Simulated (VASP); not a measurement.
# Al4Cu (I4/m) in VASP: single point with r2SCAN

Aim: the single point of Al4Cu with r2SCAN.

Program: VASP 6.6.1. These are calculated values, not measurements. Logs are shortened: lines on timing, memory, paths and dates and some standing lists are left out, and cuts for length are marked.

## Step 1: The cell of the first run

Symmetry: I4/m, No. 87, tetragonal system. Conventional cell: a = 6.222 Å, b = 6.222 Å, c = 3.988 Å, α = 90.00°, β = 90.00°, γ = 90.00°. Al (site symmetry m) has 9 Al at 2.75 to 2.83 Å and 3 Cu at 2.75 to 2.80 Å within 3.6 Å. Within 3.6 Å of Cu (site symmetry 4/m) lie 12 Al at 2.75 to 2.80 Å.

## Step 2: Single point, r2SCAN

Input file POSCAR:

```
Al4Cu
1.0
   -3.1108760464      3.1108760464      1.9941455277
    3.1108760464     -3.1108760464      1.9941455277
    3.1108760464      3.1108760464     -1.9941455277
Al Cu
4 1
Direct
    0.8940907556      0.2983182548      0.1924090104
    0.1059092444      0.7016817452      0.8075909896
    0.2983182548      0.1059092444      0.4042274991
    0.7016817452      0.8940907556      0.5957725009
    0.5000000000      0.5000000000      0.0000000000
```

Input file INCAR.step1:

```
SYSTEM = Al4Cu
  PREC = Accurate
  ENCUT = 520
  ISMEAR = 0
  SIGMA = 0.1
  LREAL = .FALSE.
  LASPH = .TRUE.
  NELM = 80
  NBANDS = 20
  GGA = PE
  ALGO = Normal
  EDIFF = 1E-4
  LWAVE = .TRUE.
  LCHARG = .FALSE.
```

Input file INCAR.step2:

```
SYSTEM = Al4Cu
  PREC = Accurate
  ENCUT = 520
  EDIFF = 1E-6
  ISMEAR = 0
  SIGMA = 0.1
  LREAL = .FALSE.
  LASPH = .TRUE.
  NELM = 80
  ALGO = Normal
  ISIF = 2
  LWAVE = .FALSE.
  LCHARG = .FALSE.
  METAGGA = R2SCAN
  LMIXTAU = .TRUE.
  NBANDS = 20
  ISTART = 1
```

Input file KPOINTS:

```
Automatic mesh
0
G
  12 12 12
  0 0 0
```

Potentials or basis: VASP PAW PBE potentials, release 64 (Al, Cu).

Run with:

```sh
$ cat potpaw_PBE.64/Al/POTCAR potpaw_PBE.64/Cu/POTCAR > POTCAR
$ cp INCAR.step1 INCAR
$ mpirun -np 1 vasp_std > vasp.out
$ cp INCAR.step2 INCAR
$ mpirun -np 1 vasp_std > vasp.out
```

OUTCAR:

```text
SYSTEM = Al4Cu
   PREC = Accurate
   ENCUT = 520
   EDIFF = 1E-6
   ISMEAR = 0
   LREAL = .FALSE.
   LASPH = .TRUE.
   NELM = 80
   ISIF = 2
   METAGGA = R2SCAN
   ISTART = 1

 ion  position               nearest neighbor table
   1  0.894  0.298  0.192-   2 2.75   2 2.75   5 2.75   4 2.79   3 2.79   5 2.80   5 2.80   3 2.83
                             3 2.83   4 2.83   4 2.83   2 2.83
   2  0.106  0.702  0.808-   1 2.75   1 2.75   5 2.75   3 2.79   4 2.79   5 2.80   5 2.80   4 2.83
                             4 2.83   3 2.83   3 2.83   1 2.83
   3  0.298  0.106  0.404-   4 2.75   4 2.75   5 2.75   2 2.79   1 2.79   5 2.80   5 2.80   1 2.83
                             1 2.83   2 2.83   2 2.83   4 2.83
   4  0.702  0.894  0.596-   3 2.75   3 2.75   5 2.75   1 2.79   2 2.79   5 2.80   5 2.80   2 2.83
                             2 2.83   1 2.83   1 2.83   3 2.83
   5  0.500  0.500  0.000-   1 2.75   2 2.75   4 2.75   3 2.75   4 2.80   3 2.80   3 2.80   4 2.80
                             1 2.80   2 2.80   1 2.80   2 2.80

  LATTYP: Found a body centered tetragonal cell.
 ALAT       =     6.2217520928
 C/A-ratio  =     0.6410237817

  Lattice vectors:

 A1 = (  -3.1108760464,   3.1108760464,   1.9941455277)
 A2 = (   3.1108760464,  -3.1108760464,   1.9941455277)
 A3 = (   3.1108760464,   3.1108760464,  -1.9941455277)

Analysis of symmetry for initial positions (statically):
=====================================================================
 Subroutine PRICEL returns:
 Original cell was already a primitive cell.

 Routine SETGRP: Setting up the symmetry group for a
 body centered tetragonal supercell.

 Subroutine GETGRP returns: Found  8 space group operations
 (whereof  8 operations were pure point group operations)
 out of a pool of 16 trial point group operations.

The static configuration has the point symmetry C_4h.

Analysis of symmetry for dynamics (positions and initial velocities):
=====================================================================
 Subroutine PRICEL returns:
 Original cell was already a primitive cell.

 Routine SETGRP: Setting up the symmetry group for a
 body centered tetragonal supercell.

 Subroutine GETGRP returns: Found  8 space group operations
 (whereof  8 operations were pure point group operations)
 out of a pool of 16 trial point group operations.

The dynamic configuration has the point symmetry C_4h.

 Subroutine INISYM returns: Found  8 space group operations
 (whereof  8 operations are pure point group operations),
 and found     1 'primitive' translations

----------------------------------------------------------------------------------------

                                     Primitive cell

  volume of cell :      77.1938

  direct lattice vectors                    reciprocal lattice vectors
    -3.110876046  3.110876046  1.994145528     0.000000000  0.160726430  0.250733958
     3.110876046 -3.110876046  1.994145528     0.160726430  0.000000000  0.250733958
     3.110876046  3.110876046 -1.994145528     0.160726430  0.160726430  0.000000000

  length of vectors
     4.830291496  4.830291496  4.830291496     0.297826296  0.297826296  0.227301497

  position of ions in fractional coordinates (direct lattice)
     0.894090756  0.298318255  0.192409010
     0.105909244  0.701681745  0.807590990
     0.298318255  0.105909244  0.404227499
     0.701681745  0.894090756  0.595772501
     0.500000000  0.500000000  0.000000000

  ion indices of the primitive-cell ions
   primitive index   ion index
                 1           1
                 2           2
                 3           3
                 4           4
                 5           5

----------------------------------------------------------------------------------------

 KPOINTS: Automatic mesh

Automatic generation of k-mesh.
 Grid dimensions read from file:
 generate k-points for:   12   12   12

 Generating k-lattice:

  Cartesian coordinates                     Fractional coordinates (reciprocal lattice)
     0.000000000  0.013393869  0.020894496     0.083333333  0.000000000  0.000000000
     0.013393869  0.000000000  0.020894496     0.000000000  0.083333333  0.000000000
     0.013393869  0.013393869  0.000000000     0.000000000  0.000000000  0.083333333

  Length of vectors
     0.024818858  0.024818858  0.018941791

  Shift w.r.t. Gamma in fractional coordinates (k-lattice)
     0.000000000  0.000000000  0.000000000

 Subroutine IBZKPT returns following result:
 ===========================================

 Found    242 irreducible k-points:

 Following reciprocal coordinates:
            Coordinates               Weight
  0.000000  0.000000  0.000000      1.000000
  0.083333  0.000000 -0.000000      8.000000
  0.166667 -0.000000  0.000000      8.000000
  0.250000 -0.000000  0.000000      8.000000
  0.333333  0.000000 -0.000000      8.000000
  0.416667  0.000000  0.000000      8.000000
[... 16 lines left out ...]
 -0.250000  0.083333 -0.000000      8.000000
 -0.083333  0.250000  0.000000      8.000000
 [... further k-points ...]
   k-points           NKPTS =    242   k-points in BZ     NKDIM =    242   number of bands    NBANDS=     20
   number of dos      NEDOS =    301   number of ions     NIONS =      5
   total plane-waves  NPLWV =  46656
   dimension x,y,z NGX =    36 NGY =   36 NGZ =   36
   dimension x,y,z NGXF=    72 NGYF=   72 NGZF=   72
   ions per type =               4   1
   NGX,Y,Z   is equivalent  to a cutoff of  12.39, 12.39, 12.39 a.u.
   NGXF,Y,Z  is equivalent  to a cutoff of  24.78, 24.78, 24.78 a.u.
 SYSTEM =  Al4Cu
   PREC   = accura    normal or accurate (medium, high low for compatibility)
   ISTART =      1    job   : 0-new  1-cont  2-samecut
   ICHARG =      0    charge: 1-file 2-atom 10-const
   ISPIN  =      1    spin polarized calculation?
   LNONCOLLINEAR =      F non collinear calculations
   LSORBIT =      F    spin-orbit coupling
   LASPH  =      T    aspherical Exc in radial PAW
   ENCUT  =  520.0 eV  38.22 Ry    6.18 a.u.   8.98  8.98  8.98*2*pi/ulx,y,z
   NELM   =     80;   NELMIN=  2; NELMDL=  0     # of ELM steps
   EDIFF  = 0.1E-05   stopping-criterion for ELM
   LREAL  =      F    real-space projection
   EDIFFG = 0.1E-04   stopping-criterion for IOM
   NSW    =      0    number of steps for IOM
   IBRION =     -1    ionic relax: 0-MD 1-quasi-New 2-CG
   NFREE  =      0    steps in history (QN), initial steepest desc. (CG)
   ISIF   =      2    stress and relaxation
   ISYM   =      2    0-nonsym 1-usesym 2-fastsym
   POTIM  = 0.5000    time-step for ionic-motion
   TEBEG  =    0.0;   TEEND  =   0.0 temperature during run
   PSTRESS=    0.0 pullay stress
   NELECT =      23.0000    total number of electrons
   NUPDOWN=      -1.0000    fix difference up-down
   EMIN   =  10.00;   EMAX   =-10.00  energy-range for DOS
   EFERMI =   0.00;   METHOD = LEGACY
   ISMEAR =     0;   SIGMA  =   0.10  broadening in eV -4-tet -1-fermi 0-gaus
   EFERMI_NEDOS =   21; number of points for ismear=-14 and -15
   IALGO  =     38    algorithm
   IMIX   =      4    mixing-type and parameters
     AMIX     =   0.40;   BMIX     =  1.00
     AMIX_MAG =   1.60;   BMIX_MAG =  1.00
  volume/ion in A,a.u.               =      15.44       104.19
  Fermi-wavevector in a.u.,A,eV,Ry     =   1.093428  2.066279 16.266906  1.195584
  Thomas-Fermi vector in A             =   2.229713
   LORBIT       =      0    0 simple, 1 ext, 2 COOP (PROOUT), +10 PAW based schemes
   METAGGA = R2SCAN    functional components
   LHFCALC =     F    Hartree Fock is set to
   AEXX    =    0.0000 exact exchange contribution
   IVDW    =     0    specifies the selected vdW correction
   LEPSILON=     F    determine dielectric tensor
   LRPA    =     F    only Hartree local field effects (RPA)
 non-spin polarized calculation
 Gauss-broadening in eV      SIGMA  =   0.10
  energy-cutoff  :      520.00
  volume of cell :       77.19
 maximum number of plane-waves:      2120
   NGX = 17   NGY = 17   NGZ = 17

 number of electron      23.0000008 magnetization

 Free energy of the ion-electron system (eV)
  ---------------------------------------------------
  ext. energy  EPLUGINS =         0.00000000
  ---------------------------------------------------
  free energy    TOTEN  =       -37.87632586 eV

  energy without entropy =      -37.86882869  energy(sigma->0) =      -37.87257728

 E-fermi :   8.1249     XC(G=0): -11.3883

 val. band max:        8.1227598893   @ k =  -0.2500   0.2500   0.0000
 cond. band min:       8.1254693109   @ k =  -0.1667   0.1667   0.0000
 fundamental gap:      0.0027094216
 Fermi energy:         8.1249232541

 k-point     1 :       0.0000    0.0000    0.0000
  band No.  band energies     occupation
      1      -3.6405      2.00000
      2       2.8177      2.00000
      3       3.6273      2.00000
      4       4.2052      2.00000
      5       4.2054      2.00000
      6       4.3424      2.00000
[... 12 lines left out ...]
     19      12.6938      0.00000
     20      12.6939      0.00000

 k-point     2 :       0.0833    0.0000   -0.0000
  band No.  band energies     occupation
      1      -3.5435      2.00000
      2       2.7549      2.00000
      3       3.4872      2.00000
      4       4.0785      2.00000
      5       4.0922      2.00000
      6       4.2961      2.00000
[... 12 lines left out ...]
     19      12.7516      0.00000
     20      12.9743      0.00000

 k-point     3 :       0.1667   -0.0000    0.0000
  band No.  band energies     occupation
      1      -3.2531      2.00000
      2       2.6298      2.00000
      3       3.2175      2.00000
      4       3.9574      2.00000
      5       4.0130      2.00000
      6       4.2406      2.00000
[... 12 lines left out ...]
     19      13.6865      0.00000
     20      14.0780      0.00000

 k-point     4 :       0.2500   -0.0000    0.0000
  band No.  band energies     occupation
      1      -2.7717      2.00000
      2       2.5381      2.00000
      3       2.9288      2.00000
      4       3.6254      2.00000
      5       3.9177      2.00000
      6       4.1658      2.00000
[... 12 lines left out ...]
     19      15.4084      0.00000
     20      15.8383      0.00000

 k-point     5 :       0.3333    0.0000   -0.0000
  band No.  band energies     occupation
      1      -2.1035      2.00000
      2       2.1253      2.00000
      3       2.5241      2.00000
      4       3.2633      2.00000
      5       3.8420      2.00000
      6       4.0763      2.00000
[... 12 lines left out ...]
     19      15.3100      0.00000
     20      15.6421      0.00000

 k-point     6 :       0.4167    0.0000    0.0000
  band No.  band energies     occupation
      1      -1.2558      2.00000
      2       0.9200      2.00000
      3       2.5701      2.00000
      4       3.3200      2.00000
      5       3.7399      2.00000
      6       3.9444      2.00000
[... 12 lines left out ...]
     19      14.9114      0.00000
     20      16.6395      0.00000

 k-point     7 :       0.5000   -0.0000    0.0000
  band No.  band energies     occupation
      1      -0.2961      2.00000
      2      -0.1802      2.00000
      3       2.6048      2.00000
      4       3.4633      2.00000
      5       3.6110      2.00000
      6       3.8648      2.00000
[... 12 lines left out ...]
     19      15.5831      0.00000
     20      15.9468      0.00000
[... 277 lines left out ...]
 k-point    20 :      -0.0833    0.4167    0.0000
  band No.  band energies     occupation
      1      -1.8298      2.00000
      2       1.7653      2.00000
      3       2.0129      2.00000
      4       3.1158      2.00000
      5       3.9073      2.00000
      6       4.1484      2.00000
[... 12 lines left out ...]
     19      14.8612      0.00000
     20      15.6253      0.00000

 k-point    21 :      -0.3333    0.0833    0.0000
  band No.  band energies     occupation
      1      -2.5498      2.00000
      2       1.8801      2.00000
      3       2.8384      2.00000
      4       3.3530      2.00000
      5       3.9762      2.00000
      6       4.1667      2.00000
[... 12 lines left out ...]
     19      15.3546      0.00000
     20      15.8160      0.00000

 k-point    22 :      -0.0833    0.3333    0.0000
  band No.  band energies     occupation
      1      -2.5498      2.00000
      2       1.8789      2.00000
      3       2.8208      2.00000
      4       3.4100      2.00000
      5       3.9296      2.00000
      6       4.1977      2.00000
[... 12 lines left out ...]
     19      15.2271      0.00000
     20      15.8804      0.00000

 k-point    23 :      -0.2500    0.0833   -0.0000
  band No.  band energies     occupation
      1      -3.0853      2.00000
      2       1.9941      2.00000
      3       3.0749      2.00000
      4       3.8842      2.00000
      5       4.1166      2.00000
      6       4.1659      2.00000
[... 12 lines left out ...]
     19      14.3311      0.00000
     20      14.5078      0.00000

 k-point    24 :      -0.0833    0.2500    0.0000
  band No.  band energies     occupation
      1      -3.0853      2.00000
      2       1.9878      2.00000
      3       3.1010      2.00000
      4       3.9510      2.00000
      5       4.0061      2.00000
      6       4.2148      2.00000
[... 12 lines left out ...]
     19      14.1361      0.00000
     20      14.8231      0.00000

 [... further k-points ...]
[... 5 lines left out ...]
  --------------------------------------------------------------------------------------
  -------------------------------------------------------------------------------------
  Total       -1.5059770     -1.5059770     -1.5135779     -0.0000003     -0.0000000      0.0000000
  in kB      -31.2569558    -31.2569558    -31.4147146     -0.0000061     -0.0000000      0.0000000
  external PRESSURE =     -31.3095421 kB  Pullay stress =       0.0000000 kB

 VOLUME and BASIS-vectors are now :
 -----------------------------------------------------------------------------
  energy-cutoff  :      520.00
  volume of cell :       77.19
      direct lattice vectors                 reciprocal lattice vectors
    -3.110876046  3.110876046  1.994145528     0.000000000  0.160726430  0.250733958
     3.110876046 -3.110876046  1.994145528     0.160726430  0.000000000  0.250733958
     3.110876046  3.110876046 -1.994145528     0.160726430  0.160726430  0.000000000

 POSITION                                       TOTAL-FORCE (eV/Angst)
 -----------------------------------------------------------------------------------
     -1.25481      2.45193      1.99415         0.004925      0.001609      0.000000
      4.36569      0.65894      0.00000        -0.004925     -0.001609     -0.000000
      0.65894      1.85606      0.00000        -0.001609      0.004925      0.000000
      2.45193      1.25481      1.99415         0.001609     -0.004925      0.000000
      0.00000      0.00000      1.99415        -0.000000      0.000000     -0.000000
 -----------------------------------------------------------------------------------
    total drift:                                0.000000     -0.000000      0.000000

  FREE ENERGIE OF THE ION-ELECTRON SYSTEM (eV)
  ---------------------------------------------------
  free  energy   TOTEN  =       -37.8763258602 eV

  energy  without entropy=      -37.8688286919  energy(sigma->0) =      -37.87257728
```

Run time: 11 min. Hardware: 1 thread of Intel Xeon 6975P-C (Granite Rapids), shared host; peak memory 0.47 GiB.

What came out:

```yaml
Free_energy: -37.8763 eV
Pressure: -3.1 GPa
Largest_force: 0.005 eV/Å
Band_gap_on_the_k_mesh: zero (an odd number of electrons rules out a gap without spin polarisation)
```

Forces on the atoms (eV/Å):
```
Al   0.005  0.002  0.000
Al  -0.005 -0.002  0.000
Al  -0.002  0.005  0.000
Al   0.002 -0.005  0.000
Cu   0.000  0.000  0.000
```

Caveat: the cell stands under tension; the PAW data sets were made with another functional, which shifts forces and pressure a little.
